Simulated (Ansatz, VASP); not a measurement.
ZrO2 in VASP and in Ansatz

```
CELL_PARAMETERS angstrom
3.58503 0.00000 0.00000
1.79252 3.10473 0.00000
1.79252 1.03491 2.92717
ATOMIC_POSITIONS crystal
Zr 0.00000 0.00000 0.00000
O 0.25000 0.25000 0.25000
O 0.75000 0.75000 0.75000
```

Alike in both runs: task single point; functional RPBE; k mesh 5 × 5 × 5; no spin polarisation.

|  | VASP | Ansatz |
| --- | --- | --- |
| version | VASP 6.6.1 | Ansatz 0.2.0 |
| potentials or method | VASP PAW PBE potentials, release 64 (Zr_sv, O), cutoff 600 eV | plane waves, PAW |
| occupations | gaussian, width 0.01 eV | fixed |
| valence electrons in the cell | 24 | 24 |

```csv
,VASP,Ansatz,Ansatz less VASP
gap on the k mesh at the Fermi level (eV),3.63,3.63,+0.007
pressure (GPa),11.5,11.5,0.00
```

VASP's potentials were made for PBE, not for RPBE.

The k mesh is coarse, so the values compare programs but aren't converged.
